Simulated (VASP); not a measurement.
Set up this calculation in VASP 6.6.1, as the native input.

```yaml
Task: relaxation of cell and atoms
Functional: PBE
Potentials_or_basis: VASP PAW PBE potentials, release 64 (Na_pv, F)
Cutoff: 600 eV
k_mesh: 4 × 4 × 4
Occupations: gaussian, width 0.1 eV
Spin: no spin polarisation
Dipole_correction: no
Further_INCAR_settings: ALGO = Normal; EDIFF = 1e-06; IBRION = 2; EDIFFG = -0.04; NSW = 90; ISIF = 3
```

The structure of NaF lies in POSCAR:

```
NaF
1.0
    6.0429345500      0.0000000000      0.0000000000
    0.0000000000      6.0429345500      0.0000000000
    0.0000000000      0.0000000000      6.0429345500
Na F
6 6
Direct
    0.7500000000      0.5000000000      0.0000000000
    0.5000000000      0.0000000000      0.7500000000
    0.0000000000      0.7500000000      0.5000000000
    0.0000000000      0.2500000000      0.5000000000
    0.2500000000      0.5000000000      0.0000000000
    0.5000000000      0.0000000000      0.2500000000
    0.5000000000      0.7500000000      0.0000000000
    0.7500000000      0.0000000000      0.5000000000
    0.0000000000      0.5000000000      0.7500000000
    0.2500000000      0.0000000000      0.5000000000
    0.0000000000      0.5000000000      0.2500000000
    0.5000000000      0.2500000000      0.0000000000
```

The cell was generated, and may not be a known phase.

The input as run:

INCAR

```
SYSTEM = NaF
ALGO     = Normal         ! electronic algorithm
EDIFF    = 1E-6           ! SCF threshold, eV
EDIFFG   = -0.04          ! ionic threshold
ENCUT    = 600            ! plane-wave cutoff, eV
GGA      = PE             ! functional
IBRION   = 2              ! ionic algorithm
ISIF     = 3              ! what is computed and relaxed
ISMEAR   = 0              ! smearing method
LASPH    = .True.         ! aspherical terms in the spheres
LCHARG   = .False.        ! write CHGCAR
LREAL    = .False.        ! projectors in reciprocal space
LWAVE    = .False.        ! write WAVECAR
NELM     = 80             ! most SCF steps
NSW      = 90             ! ionic steps
PREC     = Accurate       ! precision mode
SIGMA    = 0.1            ! smearing width, eV
```

KPOINTS

```
k-points
0
Gamma
  4 4 4
  0 0 0
```

Potentials or basis: VASP PAW PBE potentials, release 64 (Na_pv, F).

Launch:

```console
$ cat potpaw_PBE.64/Na_pv/POTCAR potpaw_PBE.64/F/POTCAR > POTCAR
$ mpirun -np 1 vasp_std > vasp.out
```

It gave:

```json
{
 "Relaxed volume": "20.95 Å³/atom",
 "Relaxed cell": "a = 6.312 Å, b = 6.312 Å, c = 6.312 Å, α = 90.00°, β = 90.00°, γ = 90.00°",
 "Space group after relaxing (to 0.1 Å)": "Pm-3n (No. 223)",
 "Energy gained by relaxing": "32.0 meV/atom",
 "Ionic steps": "4",
 "Pressure after relaxing": "0.0 GPa",
 "Band gap on the k mesh": "5.14 eV"
}
```

Wall time 2.7 min on 1 thread of Intel(R) Xeon(R) 6975P-C (Granite Rapids) (shared host), peak memory 0.38 GiB.
